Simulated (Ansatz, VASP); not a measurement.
## One calculation of CdTe, two programs

Contents of INCAR:

```
SYSTEM = CdTe
ALGO = Normal ; EDIFF = 1E-6
ENCUT = 500 ; GGA_COMPAT = .FALSE.
ISIF = 2 ; ISMEAR = 0
LASPH = .TRUE. ; LCHARG = .FALSE.
LREAL = .FALSE. ; LWAVE = .FALSE.
NBANDS = 16 ; NELM = 120
PREC = Accurate ; SIGMA = 0.01
```

Contents of KPOINTS:

```
k-points
0
G
  3 3 3
  0 0 0
```

File POSCAR:

```
CdTe
1.0
    0.0000000000      3.2050000000      3.2050000000
    3.2050000000      0.0000000000      3.2050000000
    3.2050000000      3.2050000000      0.0000000000
Cd Te
1 1
Direct
    0.0000000000      0.0000000000      0.0000000000
    0.2500000000      0.2500000000      0.2500000000
```

Input for Ansatz:

```yaml
crystal:
  lattice:
    - [0.0, 3.205, 3.205]
    - [3.205, 0.0, 3.205]
    - [3.205, 3.205, 0.0]
  atoms:
    - { symbol: Cd, position: [0.0, 0.0, 0.0] }
    - { symbol: Te, position: [0.25, 0.25, 0.25] }
kpoints:
  mp_grid:
    grid: [3, 3, 3]
    shift: [0.0, 0.0, 0.0]
hamiltonian:
  xc: lda
  pseudopotentials:
    kind: paw
scf:
  occupations:
    method: fixed
output:
  forces: true
  stress: true
  eigenvalues: true
```

Alike in both runs: task single point; functional LDA; k mesh 3 × 3 × 3; no spin polarisation.

|  | VASP | Ansatz |
| --- | --- | --- |
| version | VASP 6.6.1 | Ansatz 0.2.0 |
| potentials or method | VASP PAW LDA potentials, release 64 (Cd, Te) | plane waves, PAW |
| plane-wave cutoff (eV) | 500 | 420 |
| occupations | gaussian, width 0.01 eV | fixed |
| valence electrons in the cell | 18 | 36 |

```csv
,VASP,Ansatz,Ansatz less VASP
gap on the k mesh at the Fermi level (eV),0.60,0.56,-0.043
pressure (GPa),1.2,0.9,-0.28
```

LDA's correlation is that of Perdew and Zunger in VASP and of Perdew and Wang (1992) in Ansatz. VASP's potentials hold 18 valence electrons a cell and Ansatz's 36, so a difference there can come from the potentials and not from the codes.

The k mesh is coarse, so the values compare programs but aren't converged. Spin-orbit coupling is off throughout.
